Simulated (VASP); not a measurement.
# BN: single point with PBE

BN:

```
CELL_PARAMETERS angstrom
2.51214 0.00000 0.00000
-1.25607 2.17558 0.00000
0.00000 0.00000 8.36117
ATOMIC_POSITIONS crystal
B 0.00000 0.00000 0.00000
B 0.33333 0.66667 0.50000
N 0.33333 0.66667 0.00000
N 0.66667 0.33333 0.50000
```

| Property | Result |
| --- | --- |
| Program | VASP 6.6.1 |
| Task | single point |
| Functional | PBE |
| Potentials or basis | VASP PAW PBE potentials, release 64 (B, N) |
| Cutoff | 520 eV |
| k mesh | 12 × 12 × 4 |
| Occupations | gaussian, width 0.02 eV |
| Spin | no spin polarisation |
| Dipole correction | no |
| Further INCAR settings | ALGO = Normal; EDIFF = 1e-06; NBANDS = 16 |

The pressure is 0.1 GPa and the band gap on the k mesh is 4.38 eV, indirect (least direct gap 4.64 eV).

Stress tensor (GPa, compression positive):
```
 0.13  0.00  0.00
 0.00  0.13  0.00
 0.00  0.00 -0.07
```

Levels at points of the mesh, in eV from the valence-band top:
```tsv
k point	band 6	band 7	band 8	band 9	band 10	band 11
(0.00, 0.00, 0.00)	-1.36	-1.35	-1.35	4.38	7.73	10.05
(0.50, 0.00, 0.00)	-4.12	-0.98	-0.84	4.60	4.99	9.53
(0.00, 0.00, 0.50)	-1.36	-1.35	-1.35	5.66	5.66	11.50
(0.50, 0.00, 0.50)	-4.12	-0.91	-0.90	4.76	4.76	9.68
```

Wall time 16 s on 1 thread of Intel(R) Xeon(R) 6975P-C (Granite Rapids), with other jobs on the host, peak memory 0.17 GiB.

Caveat: this functional lacks dispersion, which binds the layers, so the pressure and a relaxed spacing across them are unreliable. As with any semilocal functional, this PBE gap is likely too small.
